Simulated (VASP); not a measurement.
Wanted: the native input for a VASP 6.6.1 run.

* Task: relaxation of cell and atoms
* Functional: PBE
* Potentials or basis: VASP PAW PBE potentials, release 64 (Zr_sv, O)
* Cutoff: 600 eV
* k mesh: 8 × 8 × 8
* Occupations: gaussian, width 0.02 eV
* Spin: no spin polarisation
* Dipole correction: no
* Further INCAR settings: ALGO = Normal; EDIFF = 1e-06; IBRION = 2; EDIFFG = -0.01; NSW = 100; ISIF = 3

The structure of ZrO2 lies in POSCAR:

```
ZrO2
1.0
    0.0000000000      2.5350000000      2.5350000000
    2.5350000000      0.0000000000      2.5350000000
    2.5350000000      2.5350000000      0.0000000000
Zr O
1 2
Direct
    0.0000000000      0.0000000000      0.0000000000
    0.2500000000      0.2500000000      0.2500000000
    0.7500000000      0.7500000000      0.7500000000
```

The input as run:

INCAR

```
PREC     = Accurate       # precision mode
ENCUT    = 600            # plane-wave cutoff, eV
EDIFF    = 1E-6           # SCF threshold, eV
ISMEAR   = 0              # smearing method
SIGMA    = 0.02           # smearing width, eV
LREAL    = F              # projectors in reciprocal space
LASPH    = T              # aspherical terms in the spheres
NELM     = 60             # most SCF steps
ALGO     = Normal         # electronic algorithm
ISIF     = 3              # what is computed and relaxed
LWAVE    = F              # write WAVECAR
LCHARG   = F              # write CHGCAR
GGA      = PE             # functional
IBRION   = 2              # ionic algorithm
NSW      = 100            # ionic steps
EDIFFG   = -0.01          # ionic threshold
```

KPOINTS

```
Automatic mesh
0
Gamma
  8 8 8
```

Potentials or basis: VASP PAW PBE potentials, release 64 (Zr_sv, O).

Launch:

```bash
$ cat potpaw_PBE.64/Zr_sv/POTCAR potpaw_PBE.64/O/POTCAR > POTCAR
$ mpirun -np 1 vasp_std > vasp.out
```

It gave:

```json
{"Relaxed volume": "11.17 Å³/atom", "Relaxed cell": "a = 3.618 Å, b = 3.618 Å, c = 3.618 Å, α = 60.00°, β = 60.00°, γ = 60.00°", "Space group after relaxing (to 0.05 Å)": "Fm-3m (No. 225)", "Energy gained by relaxing": "6.3 meV/atom", "Ionic steps": "3", "Pressure after relaxing": "-0.1 GPa", "Band gap on the k mesh": "3.31 eV, indirect (least direct gap 3.74 eV)"}
```

Run time: 82 s on 1 thread of Intel Xeon 6975P-C, with other jobs on the host, peak memory 0.18 GiB.
